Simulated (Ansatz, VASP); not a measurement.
Pb in VASP and in Ansatz

```xyz
2
Lattice="3.4368 0.0000 0.0000 -1.7184 2.9764 0.0000 0.0000 0.0000 5.6434" Properties=species:S:1:pos:R:3 pbc="T T T"
Pb    0.0000    1.9843    1.4108
Pb    1.7184    0.9921    4.2325
```

Alike in both runs: functional LDA; k mesh 10 × 10 × 6; occupations fermi-dirac, width 0.1 eV; no spin polarisation.

Ansatz relaxed the structure, and its values are those at the end. VASP's run is a single point on that final structure, the one shown.

|  | VASP | Ansatz |
| --- | --- | --- |
| version | VASP 6.6.1 | Ansatz 0.2.0 |
| potentials or method | VASP PAW LDA potentials, release 64 (Pb_d), cutoff 520 eV | plane waves (420 eV) with PAW, scalar-relativistic |
| valence electrons in the cell | 28 | 28 |

|  | VASP | Ansatz | Ansatz less VASP |
| --- | --- | --- | --- |
| pressure (GPa) | 0.0 | 0.0 | -0.05 |

Ansatz warns that its potentials were made for another functional, while VASP's fit it. LDA's correlation is that of Perdew and Zunger in VASP and of Perdew and Wang (1992) in Ansatz.

Neither program's run includes spin-orbit coupling.
